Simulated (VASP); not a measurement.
Write the native input for VASP 6.6.1 that does the following.

* Task: single point
* Functional: PBE
* Potentials or basis: VASP PAW PBE potentials, release 64 (Sb)
* Cutoff: 520 eV
* k mesh: 16 × 16 × 16
* Occupations: fermi-dirac, width 0.1 eV
* Spin: no spin polarisation
* Dipole correction: no
* Further INCAR settings: ALGO = Normal; EDIFF = 1e-06; NBANDS = 8

The structure of Sb lies in POSCAR:

```
Sb
1.0
    2.4328577278      0.0000000000      0.0000000000
    0.0000000000      2.4328577278      0.0000000000
    0.0000000000      0.0000000000      2.4328577278
Sb
1
Direct
    0.0000000000      0.0000000000      0.0000000000
```

These files were run (other wordings do the same):

INCAR

```
SYSTEM = Sb
ALGO     = Normal         ! electronic algorithm
EDIFF    = 1E-6           ! SCF threshold, eV
ENCUT    = 520            ! plane-wave cutoff, eV
GGA      = PE             ! functional
ISIF     = 2              ! what is computed and relaxed
ISMEAR   = -1             ! smearing method
LASPH    = .TRUE.         ! aspherical terms in the spheres
LCHARG   = .TRUE.         ! write CHGCAR
LELF     = .TRUE.         ! ELF
LREAL    = .FALSE.        ! projectors in reciprocal space
LVHAR    = .TRUE.       
LWAVE    = .FALSE.        ! write WAVECAR
NBANDS   = 8              ! bands
NELM     = 60             ! most SCF steps
PREC     = Accurate       ! precision mode
SIGMA    = 0.1            ! smearing width, eV
```

KPOINTS

```
k-points
0
G
  16 16 16
  0 0 0
```

Potentials or basis: VASP PAW PBE potentials, release 64 (Sb).

Command:

```sh
$ cat potpaw_PBE.64/Sb/POTCAR > POTCAR
$ mpirun -np 1 vasp_std > vasp.out
```

Results of the run:

```
Pressure : 225.3 GPa
```

Run time: 26 s on 1 thread of Intel Xeon 8259CL (shared host), peak memory 0.13 GiB.
